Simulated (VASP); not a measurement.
SnSe: relaxation of shape and atoms at fixed volume with PBEsol

Crystal: SnSe.

```xyz
8
Lattice="11.1979 0.0000 0.0000 0.0000 4.0693 0.0000 0.0000 0.0000 4.2714" Properties=species:S:1:pos:R:3 pbc="T T T"
Sn    1.3191    1.0173    0.3975
Sn    4.2798    3.0519    2.5332
Sn    6.9181    1.0173    1.7382
Sn    9.8788    3.0519    3.8738
Se    4.0023    1.0173    0.0948
Se    1.5966    3.0519    2.2305
Se    9.6013    1.0173    2.0409
Se    7.1956    3.0519    4.1766
```

```yaml
Program: VASP 6.6.1
Task: relaxation of shape and atoms at fixed volume
Functional: PBEsol
Potentials_or_basis: VASP PAW PBE potentials, release 64 (Sn_d, Se)
Cutoff: 600 eV
k_mesh: 4 × 8 × 8
Occupations: gaussian, width 0.03 eV
Spin: no spin polarisation
Further_INCAR_settings: ALGO = Normal; EDIFF = 1e-07; IBRION = 2; EDIFFG = -0.01; NSW = 40; ISIF = 4
```

The energy gained by relaxing is 6.0 meV/atom, the ionic steps are 19 and the pressure after relaxing is 2.8 GPa. The largest force after relaxing is 0.008 eV/Å and the band gap on the k mesh is 0.21 eV (least direct gap 0.63 eV).

Forces in eV/Å, atoms in the order of the input:
```
Sn  -0.002  0.000 -0.007
Sn   0.002  0.000 -0.007
Sn  -0.002  0.000  0.007
Sn   0.002  0.000  0.007
Se  -0.007  0.000  0.002
Se   0.007  0.000  0.002
Se  -0.007  0.000 -0.002
Se   0.007  0.000 -0.002
```

Stress tensor (GPa, compression positive):
```
2.72 0.00 0.00
0.00 2.79 0.00
0.00 0.00 2.84
```

Step by step:
```tsv
step	energy change (eV)	largest force (eV/Å)	pressure (GPa)
1	0.0000	0.3496	4.02
2	-0.0277	0.1973	3.54
3	-0.0400	0.0546	2.99
4	-0.0423	0.0235	2.93
5	-0.0423	0.0256	2.93
6	-0.0429	0.0263	2.93
7	-0.0439	0.0284	2.91
8	-0.0439	0.0288	2.90
9	-0.0444	0.0239	2.89
10	-0.0452	0.0216	2.85
11	-0.0449	0.0424	2.79
12	-0.0454	0.0297	2.82
13	-0.0459	0.0345	2.83
14	-0.0463	0.0435	2.83
15	-0.0467	0.0366	2.83
16	-0.0474	0.0163	2.81
17	-0.0474	0.0257	2.77
18	-0.0476	0.0088	2.79
19	-0.0478	0.0078	2.78
```

Final structure:
```
CELL_PARAMETERS angstrom
11.21120 0.00000 0.00000
0.00000 4.11054 0.00000
0.00000 0.00000 4.22345
ATOMIC_POSITIONS crystal
Sn 0.11658 0.25000 0.07140
Sn 0.38342 0.75000 0.57140
Sn 0.61658 0.25000 0.42860
Sn 0.88342 0.75000 0.92860
Se 0.35952 0.25000 0.02041
Se 0.14048 0.75000 0.52041
Se 0.85952 0.25000 0.47959
Se 0.64048 0.75000 0.97959
```

Levels at points of the mesh, in eV from the valence-band top:
```tsv
k point	band 37	band 38	band 39	band 40	band 41	band 42	band 43	band 44
(0.00, 0.00, 0.00)	-1.87	-1.51	-0.90	-0.77	0.22	3.04	3.10	3.13
(0.50, 0.00, 0.00)	-2.22	-2.22	-0.77	-0.77	2.50	2.50	2.73	2.73
(0.00, 0.50, 0.00)	-1.17	-1.17	-0.52	-0.52	0.65	0.65	1.32	1.32
(0.50, 0.50, 0.00)	-0.93	-0.93	-0.93	-0.93	1.35	1.35	1.35	1.35
(0.00, 0.00, 0.50)	-0.89	-0.89	-0.38	-0.38	0.95	0.95	1.11	1.11
(0.50, 0.00, 0.50)	-0.53	-0.53	-0.23	-0.23	0.93	0.93	1.03	1.03
(0.00, 0.50, 0.50)	-2.61	-2.61	-1.86	-1.86	2.55	2.55	2.93	2.93
(0.50, 0.50, 0.50)	-1.81	-1.81	-1.81	-1.81	2.18	2.18	2.18	2.18
```

It took 53 min on 2 MPI ranks on AMD EPYC 9R14 (Zen 4), on a shared host, peak memory 0.8 GiB a rank.

Caveat: the PAW data sets were made with another functional, which shifts forces and pressure a little; spin-orbit coupling is left out, which moves the levels of the heavy elements. A k mesh can miss the band edges.
